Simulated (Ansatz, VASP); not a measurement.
Ag: VASP beside Ansatz

```
CELL_PARAMETERS angstrom
-1.61038 1.65353 1.61816
1.65931 -1.66055 1.67410
1.63933 1.68950 -1.62517
ATOMIC_POSITIONS crystal
Ag 0.00000 0.00000 0.00000
```

Alike in both runs: functional r2SCAN; k mesh 6 × 6 × 6; occupations fermi-dirac, width 0.05 eV; no spin polarisation.

|  | VASP | Ansatz |
| --- | --- | --- |
| version | VASP 6.6.1 | Ansatz 0.2.0 |
| potentials or method | VASP PAW PBE potentials, release 64 (Ag) | Ansatz PAW |
| plane-wave cutoff (eV) | 520 | 500 |
| valence electrons in the cell | 11 | 19 |
| task | single point | band structure |

```tsv
	VASP	Ansatz	Ansatz less VASP
gap on the k mesh at the Fermi level (eV)	none	none	-
pressure (GPa)	-3.0	-3.0	-0.06
traceless stress, the component that is largest in VASP (GPa)	1.95	2.00	+0.051
```

VASP's potentials were made for PBE, not for r2SCAN. A gap of «none» marks a metal or a gap that the smearing closes. The functional is the same, so the differences come from potentials, cutoffs and numerics. VASP's potentials hold 11 valence electrons a cell and Ansatz's 19, so a difference there can come from the potentials and not from the codes.

The k mesh is coarse, so the values compare programs but aren't converged.
